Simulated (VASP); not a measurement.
Input of a VASP 6.6.1 run:

The input INCAR:

```
SYSTEM = Li
  ALGO = Normal
  EDIFF = 1E-6
  ENCUT = 750
  GGA = PE
  GGA_COMPAT = .False.
  ISIF = 2
  ISMEAR = -1
  LASPH = .True.
  LCHARG = .False.
  LREAL = .False.
  LWAVE = .False.
  NBANDS = 8
  NELM = 120
  PREC = Accurate
  SIGMA = 0.1
```

File KPOINTS:

```
k-points
0
Gamma
  17 17 17
  0 0 0
```

Contents of POSCAR:

```
Li
1.0
   -1.6875105804      1.6875105804      1.6875105804
    1.6875105804     -1.6875105804      1.6875105804
    1.6875105804      1.6875105804     -1.6875105804
Li
1
Direct
    0.0000000000      0.0000000000      0.0000000000
```

Potentials or basis: VASP PAW PBE potentials, release 64 (Li_sv).

The run is started by

```console
$ cat potpaw_PBE.64/Li_sv/POTCAR > POTCAR
$ mpirun -np 1 vasp_std > vasp.out
```

(1) Predict the pressure.

## Answers

(1) 0.7 GPa.
